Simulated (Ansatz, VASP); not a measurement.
# One calculation of AlNi, two programs

The input INCAR:

```
ALGO     = Normal         # electronic algorithm
EDIFF    = 1E-7           # SCF threshold, eV
ENCUT    = 520            # plane-wave cutoff, eV
GGA      = PE             # functional
ISIF     = 2              # what is computed and relaxed
ISMEAR   = -1             # smearing method
ISPIN    = 2              # spin polarisation
LASPH    = T              # aspherical terms in the spheres
LCHARG   = F              # write CHGCAR
LMAXMIX  = 4              # l up to which the mixer works
LORBIT   = 11             # projections on sites
LREAL    = F              # projectors in reciprocal space
LWAVE    = F              # write WAVECAR
MAGMOM   = 0 1            # initial moments
NBANDS   = 18             # bands
NELM     = 150            # most SCF steps
PREC     = Accurate       # precision mode
SIGMA    = 0.15           # smearing width, eV
```

File KPOINTS:

```
k-points
0
Gamma
  12 12 12
```

The input POSCAR:

```
AlNi
1.0
    2.8233800000      0.0000000000      0.0000000000
    0.0000000000      2.8233800000      0.0000000000
    0.0000000000      0.0000000000      2.8810000000
Al Ni
1 1
Direct
    0.0000000000      0.0000000000      0.0000000000
    0.5000000000      0.5000000000      0.5000000000
```

Input for Ansatz:

```yaml
crystal:
  lattice:
    - [2.82338, 0.0, 0.0]
    - [0.0, 2.82338, 0.0]
    - [0.0, 0.0, 2.881]
  atoms:
    - { symbol: Al, position: [0.0, 0.0, 0.0] }
    - { symbol: Ni, position: [0.5, 0.5, 0.5], spin: 1.0 }
basis:
  ecutwfc: 550.0
kpoints:
  mp_grid:
    grid: [12, 12, 12]
hamiltonian:
  xc: pbe
  pseudopotentials:
    kind: paw
magnetization:
  spin_polarized: true
scf:
  occupations:
    method: fermi_dirac
    width: 0.15
```

Alike in both runs: task single point; functional PBE; k mesh 12 × 12 × 12; occupations fermi-dirac, width 0.15 eV; collinear spin.

|  | VASP | Ansatz |
| --- | --- | --- |
| version | VASP 6.6.1 | Ansatz 0.2.0 |
| potentials or method | VASP PAW PBE potentials, release 64 (Al, Ni), cutoff 520 eV | plane waves, PAW |
| valence electrons in the cell | 13 | 21 |

```tsv
	VASP	Ansatz	Ansatz less VASP
net moment per atom (μB)	0.00	0.00	0.000
```

VASP's potentials hold 13 valence electrons a cell and Ansatz's 21, so a difference there can come from the potentials and not from the codes. Ansatz's warnings: seeded moment not kept.
